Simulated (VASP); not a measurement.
Nb: single point with LDA

The system is Nb.

```xyz
1
Lattice="0.0000 2.0573 2.0573 2.0573 0.0000 2.0573 2.0573 2.0573 0.0000" Properties=species:S:1:pos:R:3 pbc="T T T"
Nb    0.0000    0.0000    0.0000
```

| Quantity | Value |
| --- | --- |
| Program | VASP 6.6.1 |
| Task | single point |
| Functional | LDA |
| Potentials or basis | VASP PAW LDA potentials, release 64 (Nb_sv) |
| Cutoff | 500 eV |
| k mesh | 10 × 10 × 10 |
| Occupations | fermi-dirac, width 0.1 eV |
| Spin | no spin polarisation |
| Dipole correction | no |
| Further INCAR settings | ALGO = Normal; EDIFF = 1e-06; NBANDS = 12 |

| Item | Value |
| --- | --- |
| Pressure | 3.7 GPa |

Levels at points of the mesh, in eV from the Fermi level:
| k point | band 2 | band 3 | band 4 | band 5 | band 6 | band 7 | band 8 | band 9 | band 10 | band 11 |
| --- | --- | --- | --- | --- | --- | --- | --- | --- | --- | --- |
| (0.00, 0.00, 0.00) | -29.78 | -29.78 | -29.78 | -6.35 | 0.05 | 0.05 | 0.05 | 2.91 | 2.91 | 11.97 |
| (0.50, 0.00, 0.00) | -31.31 | -29.97 | -29.97 | -4.11 | -0.18 | -0.18 | 1.76 | 5.13 | 5.13 | 11.53 |
| (0.50, 0.50, 0.00) | -31.20 | -30.32 | -30.32 | -4.47 | -3.69 | 4.13 | 5.09 | 5.78 | 5.78 | 11.88 |

Run time: 15 s on 1 thread of Intel Xeon 8259CL, with other jobs on the host, peak memory 0.13 GiB.
